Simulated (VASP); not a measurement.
# H4CO in VASP: further runs, part 2 of 2

VASP 6.6.1. The steps go on from the part before.

## (3) Relaxation of the atoms, PBE+D3(BJ)

Contents of INCAR:

```
PREC = Accurate ; ENCUT = 520
EDIFF = 1E-6 ; ISMEAR = -1
SIGMA = 0.02 ; LREAL = Auto
LASPH = T ; NELM = 100
ALGO = Normal ; ISIF = 2
LWAVE = F ; LCHARG = F
GGA = PE ; IVDW = 12
IBRION = 2 ; NSW = 35
EDIFFG = -0.3
```

Contents of KPOINTS:

```
Automatic mesh
0
Gamma
  1 1 1
```

Contents of POSCAR:

```
H4CO
1.0
    8.0548320000      0.0000000000      0.0000000000
    0.0000000000      8.0548320000      0.0000000000
    0.0000000000      0.0000000000      8.0548320000
C O H
6 6 24
Direct
    0.8739105000      1.0004877000      0.3922430000
    0.1750096000      0.4082278000      0.8110313000
    0.8710780000      0.4147308000      0.4252843000
    0.4252957000      0.8497735000      0.7043079000
    0.4754156000      0.6935145000      0.2258859000
    0.8997265000      0.6349709000      0.0262418000
    0.7728800000      0.9289248000      0.5182556000
    0.2023566000      0.5510937000      0.9112763000
    0.7827757000      0.3466370000      0.2882677000
    0.5792380000      0.8347818000      0.7896578000
    0.3561359000      0.5862341000      0.2998512000
    0.7641129000      0.5355450000     -0.0278972000
    0.7941727000      1.0852555000      0.3233007000
    0.8420613000      0.8529129000      0.5810111000
    0.9781524000      1.0713871000      0.4436828000
    0.9226639000      0.9071521000      0.3059254000
    0.0571495000      0.4282995000      0.7477630000
    0.3070481000      0.5352976000      0.9686548000
    0.2722105000      0.3916455000      0.7171370000
    0.1655314000      0.2942945000      0.8849808000
    0.8280337000      0.3482576000      0.5349440000
    0.8196561000      0.4045321000      0.1893228000
    1.0056017000      0.3969800000      0.4139959000
    0.8455965000      0.5473887000      0.4423641000
    0.4465741000      0.8029009000      0.5792202000
    0.5625265000      0.8760608000      0.9015456000
    0.3267795000      0.7756401000      0.7620829000
    0.3835011000      0.9790596000      0.6955069000
    0.5928693000      0.6681934000      0.2880165000
    0.2505371000      0.6071667000      0.2458805000
    0.4908863000      0.6695615000      0.0927467000
    0.4446225000      0.8249652000      0.2435397000
    0.8457908000      0.7476185000      0.0781859000
    0.8099811000      0.4344735000     -0.0746176000
    0.9733154000      0.5736632000      0.1230157000
    0.9823321000      0.6698527000     -0.0762215000
```

Potentials or basis: VASP PAW PBE potentials, release 64 (C, O, H).

On the command line:

```console
$ cat potpaw_PBE.64/C/POTCAR potpaw_PBE.64/O/POTCAR potpaw_PBE.64/H/POTCAR > POTCAR
$ mpirun -np 1 vasp_gam > vasp.out
```

OUTCAR:

```text
PREC = Accurate
   ENCUT = 520
   EDIFF = 1E-6
   ISMEAR = -1
   LREAL = Auto
   LASPH = T
   NELM = 100
   ISIF = 2
   GGA = PE
   IVDW = 12
   IBRION = 2
   NSW = 35
   EDIFFG = -0.3
 IVDW          = 12

 ion  position               nearest neighbor table
   1  0.874  0.000  0.392-  13 1.09  15 1.10  16 1.10   7 1.42
   2  0.175  0.408  0.811-  17 1.09  19 1.10  20 1.10   8 1.42
   3  0.871  0.415  0.425-  21 1.09  23 1.10  24 1.10   9 1.42
   4  0.425  0.850  0.704-  25 1.09  28 1.10  27 1.10  10 1.42
   5  0.475  0.694  0.226-  29 1.09  31 1.10  32 1.10  11 1.42
   6  0.900  0.635  0.026-  33 1.09  35 1.10  36 1.10  12 1.42
   7  0.773  0.929  0.518-  14 0.97   1 1.42
   8  0.202  0.551  0.911-  18 0.97   2 1.42
   9  0.783  0.347  0.288-  22 0.97   3 1.42
  10  0.579  0.835  0.790-  26 0.97   4 1.42
  11  0.356  0.586  0.300-  30 0.97   5 1.42
  12  0.764  0.536  0.972-  34 0.97   6 1.42
  13  0.794  0.085  0.323-   1 1.09
  14  0.842  0.853  0.581-   7 0.97
  15  0.978  0.071  0.444-   1 1.10
  16  0.923  0.907  0.306-   1 1.10
  17  0.057  0.428  0.748-   2 1.09
[... 618 lines left out ...]
--------------------------------------- Ionic step       19  -------------------------------------------

 number of electron      84.0000006 magnetization

 Free energy of the ion-electron system (eV)
  ---------------------------------------------------
  ext. energy  EPLUGINS =         0.00000000
  ---------------------------------------------------
  free energy    TOTEN  =      -181.65203050 eV

  energy without entropy =     -181.65203050  energy(sigma->0) =     -181.65203050

 E-fermi :  -3.1099     XC(G=0):  -5.3898

 val. band max:       -3.5905330534   @ k =   0.0000   0.0000   0.0000
 cond. band min:       0.6453506244   @ k =   0.0000   0.0000   0.0000
 fundamental gap:      4.2358836778
 Fermi energy:        -3.1099381237

 k-point     1 :       0.0000    0.0000    0.0000
  band No.  band energies     occupation
      1     -23.8704      2.00000
      2     -23.4870      2.00000
      3     -23.0646      2.00000
      4     -22.9216      2.00000
      5     -22.8209      2.00000
      6     -22.6325      2.00000
[... 46 lines left out ...]
     53       3.7891      0.00000
     54       3.9857      0.00000
 [bands above 54 left out]

------------------------ aborting loop because EDIFF is reached ----------------------------------------

 Edisp (eV)   -0.98643

 E8    (eV) :    -0.2161
[... 59 lines left out ...]
  FREE ENERGIE OF THE ION-ELECTRON SYSTEM (eV)
  ---------------------------------------------------
  free  energy   TOTEN  =      -182.6384625587 eV

  energy  without entropy=     -182.6384625587  energy(sigma->0) =     -182.63846256

 reached required accuracy - stopping structural energy minimisation
```

CONTCAR:

```text
H4CO
   1.00000000000000
     8.0548319999999993    0.0000000000000000    0.0000000000000000
     0.0000000000000000    8.0548319999999993    0.0000000000000000
     0.0000000000000000    0.0000000000000000    8.0548319999999993
  C               O               H
     6     6    24
Direct
     0.8803920284765425    0.9896690080698797    0.3885055156407000
     0.1876302615775048    0.4025097317575393    0.8090179865262050
     0.8707127805770565    0.4195675057801290    0.4244770136928490
     0.4252376908658731    0.8517845663960232    0.7040192119283603
     0.4742736906549913    0.6947491092604088    0.2280151006743734
     0.8872450248580357    0.6425985298897327    0.0299177750160523
[... 28 lines left out ...]
     0.9779520560567863    0.5991406619858609    0.1228502079956463
     0.9516530014324334    0.6832898284048395    0.9175598321138685

  0.00000000E+00  0.00000000E+00  0.00000000E+00
  0.00000000E+00  0.00000000E+00  0.00000000E+00
  0.00000000E+00  0.00000000E+00  0.00000000E+00
  0.00000000E+00  0.00000000E+00  0.00000000E+00
  0.00000000E+00  0.00000000E+00  0.00000000E+00
  0.00000000E+00  0.00000000E+00  0.00000000E+00
[... 28 lines left out ...]
  0.00000000E+00  0.00000000E+00  0.00000000E+00
  0.00000000E+00  0.00000000E+00  0.00000000E+00
```

Run time: 13 min. Hardware: 1 thread of Intel Xeon Platinum 8488C (Sapphire Rapids), shared host; peak memory 0.52 GiB.

What came out:

| Quantity | Value |
| --- | --- |
| Free energy | -182.6385 eV |
| Energy gained by relaxing | 14.0 meV/atom |
| Ionic steps | 19 |
| Pressure after relaxing | -0.1 GPa |
| Largest force after relaxing | 0.274 eV/Å |
| Band gap on the k mesh | 4.24 eV |
| Dispersion energy per atom | -0.027 eV |

Forces in eV/Å, atoms in the order of the input:
```
C    0.093 -0.135 -0.041
C   -0.071  0.011  0.002
C    0.045 -0.017  0.206
C    0.042  0.015  0.013
C   -0.068 -0.013  0.078
C   -0.210  0.112 -0.038
O   -0.137  0.046 -0.158
O    0.014  0.030  0.025
O   -0.196  0.057 -0.161
O   -0.039  0.025  0.136
O   -0.040  0.064 -0.042
O   -0.061 -0.139 -0.144
H    0.070  0.075 -0.110
H    0.117 -0.017  0.100
H   -0.113 -0.094  0.086
H    0.013 -0.024  0.094
H    0.063 -0.068 -0.027
H    0.132 -0.057  0.019
H   -0.003  0.053  0.011
H   -0.028 -0.061 -0.037
H    0.064  0.088  0.044
H    0.124 -0.193  0.150
H   -0.054  0.024 -0.100
H   -0.079  0.004 -0.087
H   -0.010  0.000 -0.029
H   -0.009 -0.033 -0.061
H    0.025  0.017 -0.025
H    0.029  0.014 -0.007
H    0.038  0.043  0.011
H    0.040 -0.024 -0.084
H    0.009 -0.015  0.059
H   -0.014 -0.012  0.038
H    0.086  0.099  0.071
H   -0.025 -0.045  0.109
H    0.037  0.095 -0.115
H    0.117  0.071  0.013
```

Step by step:
```
step  energy change (eV)  largest force (eV/Å)  pressure (GPa)
   1              0.0000                0.7886            1.11
   2             -0.0356                1.4935            0.29
   3             -0.0553                0.9434            0.59
   4             -0.1069                0.5531           -0.13
   5             -0.1097                0.7606           -0.34
   6             -0.1535                0.4746           -0.32
   7             -0.1567                0.7397           -0.32
   8             -0.1986                0.4336           -0.19
   9             -0.2413                0.5919            0.09
  10             -0.2833                0.4904            0.13
  11             -0.3436                0.6664            0.18
  12             -0.4011                0.3390           -0.10
  13             -0.4137                0.6319           -0.32
  14             -0.4455                0.3094           -0.41
  15             -0.4470                0.4647           -0.44
  16             -0.4790                0.3774           -0.33
  17             -0.4908                0.4319           -0.23
  18             -0.5050                0.3167           -0.07
  19             -0.5052                0.2741           -0.09
```

Final structure:
```
C O H
1.0
     8.05483    0.00000    0.00000
     0.00000    8.05483    0.00000
     0.00000    0.00000    8.05483
C O H
6 6 24
Direct
  0.88039 0.98967 0.38851
  0.18763 0.40251 0.80902
  0.87071 0.41957 0.42448
  0.42524 0.85178 0.70402
  0.47427 0.69475 0.22802
  0.88725 0.64260 0.02992
  0.76990 0.91684 0.50655
  0.23890 0.53697 0.91286
  0.78210 0.34961 0.28994
  0.57510 0.83108 0.79917
  0.35041 0.58522 0.29456
  0.76898 0.51405 0.99350
  0.80475 0.07655 0.31695
  0.82839 0.86074 0.59519
  0.98320 0.06123 0.44491
  0.93508 0.89687 0.30307
  0.06734 0.43920 0.75549
  0.34693 0.51051 0.95932
  0.27435 0.37932 0.70566
  0.17081 0.28748 0.88119
  0.82903 0.35245 0.53637
  0.77150 0.42435 0.19316
  0.00698 0.40192 0.41465
  0.84610 0.55298 0.44428
  0.45290 0.80514 0.57954
  0.55548 0.87622 0.90946
  0.32217 0.77947 0.75755
  0.38925 0.98360 0.69382
  0.58859 0.66800 0.29645
  0.24447 0.61179 0.24292
  0.49745 0.67334 0.09446
  0.44289 0.82674 0.24729
  0.81505 0.74618 0.08039
  0.81231 0.44632 0.90333
  0.97795 0.59914 0.12285
  0.95165 0.68329 0.91756
```

Caveat: the k points lie up to 0.78 Å⁻¹ apart; the relaxation stopped at a loose force limit of 0.3 eV/Å, so its end isn't a converged minimum.
